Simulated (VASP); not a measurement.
# Sn (Fm-3m) in VASP: notebook, part 2 of 2

VASP 6.6.1. Earlier steps stand in the parts before.

### 3 Relaxation of cell and atoms, PBEsol

This run uses another cell than the first one, of 28.03 Å³/atom, 0.943 times its volume.

The input, INCAR:

```
PREC     = Accurate       # precision mode
ENCUT    = 600            # plane-wave cutoff, eV
EDIFF    = 1E-6           # SCF threshold, eV
ISMEAR   = -1             # smearing method
SIGMA    = 0.1            # smearing width, eV
LREAL    = False          # projectors in reciprocal space
LASPH    = True           # aspherical terms in the spheres
NELM     = 60             # most SCF steps
ALGO     = Normal         # electronic algorithm
ISIF     = 3              # what is computed and relaxed
LWAVE    = False          # write WAVECAR
LCHARG   = False          # write CHGCAR
GGA      = PS             # functional
IBRION   = 2              # ionic algorithm
NSW      = 80             # ionic steps
EDIFFG   = -0.01          # ionic threshold
```

The input, KPOINTS:

```
Automatic mesh
0
Gamma
  11 11 11
```

The input, POSCAR:

```
Sn
1.0
    0.0000000000      2.4111428816      2.4111428816
    2.4111428816      0.0000000000      2.4111428816
    2.4111428816      2.4111428816      0.0000000000
Sn
1
Direct
    0.0000000000      0.0000000000      0.0000000000
```

Potentials or basis: VASP PAW PBE potentials, release 64 (Sn_d).

Started as:

```sh
$ cat potpaw_PBE.64/Sn_d/POTCAR > POTCAR
$ mpirun -np 1 vasp_std > vasp.out
```

OUTCAR:

```text
PREC = Accurate
   ENCUT = 600
   EDIFF = 1E-6
   ISMEAR = -1
   LREAL = False
   LASPH = True
   NELM = 60
   ISIF = 3
   GGA = PS
   IBRION = 2
   NSW = 80
   EDIFFG = -0.01

 ion  position               nearest neighbor table
   1  0.000  0.000  0.000-

  LATTYP: Found a face centered cubic cell.
 ALAT       =     4.8222857632

  Lattice vectors:

 A1 = (   0.0000000000,   2.4111428816,   2.4111428816)
 A2 = (   2.4111428816,   0.0000000000,   2.4111428816)
 A3 = (   2.4111428816,   2.4111428816,   0.0000000000)

Analysis of symmetry for initial positions (statically):
=====================================================================
 Subroutine PRICEL returns:
 Original cell was already a primitive cell.

 Routine SETGRP: Setting up the symmetry group for a
[... 247 lines left out ...]

 val. band max:        8.1710005616   @ k =   0.3636   0.1818   0.0000
 cond. band min:       8.2905043447   @ k =  -0.1818   0.2727   0.0909
 fundamental gap:      0.1195037830
 Fermi energy:         8.2544516423

 k-point     1 :       0.0000    0.0000    0.0000
  band No.  band energies     occupation
      1     -13.1834      2.00000
      2     -13.1834      2.00000
      3     -13.1834      2.00000
      4     -13.0988      2.00000
      5     -13.0988      2.00000
      6      -3.0541      2.00000
      7      16.1581      0.00000
      8      16.1581      0.00000
      9      16.1581      0.00000
     10      18.9207      0.00000
     11      20.2741      0.00000
[... 309 lines left out ...]
 k-point    24 :      -0.1818    0.1818    0.0000
  band No.  band energies     occupation
      1     -13.1754      2.00000
      2     -13.1607      2.00000
      3     -13.1243      2.00000
      4     -13.1147      2.00000
      5     -13.0516      2.00000
      6      -1.1991      2.00000
      7       9.7027      0.00000
      8      10.4877      0.00000
      9      15.4206      0.00000
     10      18.4056      0.00000
     11      20.0137      0.00000

 [... further k-points ...]
[... 5 lines left out ...]
  --------------------------------------------------------------------------------------
  -------------------------------------------------------------------------------------
  Total        0.0021326      0.0021326      0.0021326      0.0000000      0.0000000      0.0000000
  in kB        0.1287566      0.1287566      0.1287566      0.0000000      0.0000000      0.0000000
  external PRESSURE =       0.1287566 kB  Pullay stress =       0.0000000 kB
[... 16 lines left out ...]
  FREE ENERGIE OF THE ION-ELECTRON SYSTEM (eV)
  ---------------------------------------------------
  free  energy   TOTEN  =        -4.2473859816 eV

  energy  without entropy=       -4.2307440691  energy(sigma->0) =       -4.23906503

 reached required accuracy - stopping structural energy minimisation
```

OSZICAR:

```text
N       E                     dE             d eps       ncg     rms          rms(c)
DAV:   1     0.789931300038E+02    0.78993E+02   -0.82798E+03  1235   0.206E+03
DAV:   2     0.924627044632E+00   -0.78069E+02   -0.76120E+02  1256   0.367E+02
DAV:   3    -0.413620548828E+01   -0.50608E+01   -0.50115E+01  1379   0.798E+01
DAV:   4    -0.424891593337E+01   -0.11271E+00   -0.11262E+00  1401   0.132E+01
[... 20 lines left out ...]
DAV:   3    -0.424763086097E+01    0.46208E-02   -0.13216E-02  1767   0.232E+00    0.443E-02
DAV:   4    -0.424740921557E+01    0.22165E-03   -0.32188E-04  1403   0.280E-01    0.128E-02
DAV:   5    -0.424738872986E+01    0.20486E-04   -0.14360E-05  1842   0.415E-02    0.649E-03
DAV:   6    -0.424738590126E+01    0.28286E-05   -0.28713E-06  1325   0.304E-02    0.916E-04
DAV:   7    -0.424738598164E+01   -0.80383E-07   -0.50000E-08   673   0.353E-03
   3 F= -.42473860E+01 E0= -.42390650E+01  d E =-.131118E-01
```

Run time: 45 s. Hardware: 1 thread of Intel Xeon Platinum 8259CL at 2.50GHz (Skylake/Cascade Lake), shared host; peak memory 0.17 GiB.

What came out:

| Item | Value |
| --- | --- |
| Free energy | -4.2474 eV |
| Relaxed volume | 26.54 Å³/atom |
| Relaxed cell | a = 3.348 Å, b = 3.348 Å, c = 3.348 Å, α = 60.00°, β = 60.00°, γ = 60.00° |
| Space group after relaxing (to 0.05 Å) | Fm-3m (No. 225) |
| Energy gained by relaxing | 13.1 meV/atom |
| Ionic steps | 3 |
| Pressure after relaxing | 0.0 GPa |
| Band gap on the k mesh | zero (band 7 reaches 16.16 eV, above the bottom of band 8 at 6.37 eV) |

The path:
```csv
step,energy change (eV),largest force (eV/Å),pressure (GPa),volume (Å³)
1,0.0000,0.0000,-2.65,28.03
2,-0.0123,0.0000,0.76,26.19
3,-0.0131,0.0000,0.01,26.54
```

Final structure:
```
CELL_PARAMETERS angstrom
0.00000 2.36739 2.36739
2.36739 0.00000 2.36739
2.36739 2.36739 0.00000
ATOMIC_POSITIONS crystal
Sn 0.00000 0.00000 0.00000
```

Levels at points of the mesh, in eV from the Fermi level:
```
           k point  band 3  band 4  band 5  band 6  band 7  band 8  band 9  band 10  band 11
(0.00, 0.00, 0.00)  -21.44  -21.35  -21.35  -11.31    7.90    7.90    7.90    10.67    12.02
```

Caveat: the PAW data sets were made with another functional, which shifts forces and pressure a little; spin-orbit coupling is left out, which moves the levels of the heavy elements.

### 4 Single point, PBEsol

This run uses another cell than the first one, of 26.55 Å³/atom, 0.893 times its volume.

The input, INCAR:

```
SYSTEM = Sn
PREC = Accurate
ENCUT = 520
EDIFF = 1E-7
ISMEAR = -1
SIGMA = 0.1
LREAL = .FALSE.
LASPH = .TRUE.
NELM = 60
ALGO = Normal
ISIF = 2
LWAVE = .FALSE.
LCHARG = .FALSE.
GGA = PS
NBANDS = 13
```

The input, KPOINTS:

```
Automatic mesh
0
G
  19 19 19
  0 0 0
```

The input, POSCAR:

```
Sn
1.0
    0.0000000000      2.3678312358      2.3678312358
    2.3678312358      0.0000000000      2.3678312358
    2.3678312358      2.3678312358      0.0000000000
Sn
1
Direct
    0.0000000000      0.0000000000      0.0000000000
```

Started as:

```sh
$ cat potpaw_PBE.64/Sn_d/POTCAR > POTCAR
$ mpirun -np 1 vasp_std > vasp.out
```

Wall time 1.9 min (1 thread of Intel Xeon Platinum 8259CL at 2.50GHz (Skylake/Cascade Lake), shared host); peak memory 0.2 GiB.

The run converged. Its results:

```yaml
Free_energy: -4.2435 eV
Pressure: -0.2 GPa
Band_gap_on_the_k_mesh: zero (band 7 reaches 16.14 eV, above the bottom of band 8 at 6.24 eV)
```

Levels at points of the mesh, in eV from the Fermi level:
```
           k point  band 5  band 6  band 7  band 8  band 9  band 10
(0.00, 0.00, 0.00)  -21.40  -11.35    7.86    7.86    7.86    10.62
```

Caveat: the PAW data sets were made with another functional, which shifts forces and pressure a little; spin-orbit coupling is left out, which moves the levels of the heavy elements.

### 5 The runs side by side

| task | cell | k mesh | cutoff (eV) | gap on the mesh (eV) | pressure (GPa) |
| --- | --- | --- | --- | --- | --- |
| single point | a = 3.478 Å, angles 60.0°, 1 atom | 13 × 13 × 13 | 520 | none | -4.8 |
| relaxation of cell and atoms | relaxed from a = 3.410 Å, angles 60.0°, 1 atom | 11 × 11 × 11 | 600 | none | 0.0 |
| single point | a = 3.349 Å, angles 60.0°, 1 atom | 19 × 19 × 19 | 520 | none | -0.2 |

Alike in all rows: level PBEsol; potentials or basis VASP PAW PBE potentials, release 64 (Sn_d); no spin polarisation; smearing fermi-dirac 0.1 eV.

Caveats: the PAW data sets were made with another functional, which shifts forces and pressure a little; spin-orbit coupling is left out, which moves the levels of the heavy elements.

Total energies depend on the potentials used, so only differences within one code and one set of settings carry meaning.
